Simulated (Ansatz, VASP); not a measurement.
## One calculation of AlP, two programs

```
Al P
1.0
     3.86812    0.00000    0.00000
     0.00000    5.47035    0.00000
     0.00000    0.00000   18.86812
Al P
3 3
Direct
  0.50000 0.50000 0.39750
  0.00000 0.00000 0.50000
  0.50000 0.50000 0.60250
  0.00000 0.75000 0.39750
  0.50000 0.25000 0.50000
  0.00000 0.75000 0.60250
```

Alike in both runs: task relaxation of the atoms; functional PBEsol; k mesh 7 × 5 × 1; occupations gaussian, width 0.05 eV; no spin polarisation.

|  | VASP | Ansatz |
| --- | --- | --- |
| version | VASP 6.6.1 | Ansatz 0.2.0 |
| potentials or method | VASP PAW PBE potentials, release 64 (Al, P), cutoff 450 eV | scalar-relativistic, plane waves, PAW |
| valence electrons in the cell | 24 | 24 |

```tsv
	VASP	Ansatz	Ansatz less VASP
gap on the k mesh at the Fermi level, each at its own relaxed structure (eV)	0.59	0.58	-0.008
```

VASP's potentials were made for PBE, not for PBEsol. Ansatz's warnings: xc potential rough in thin density.
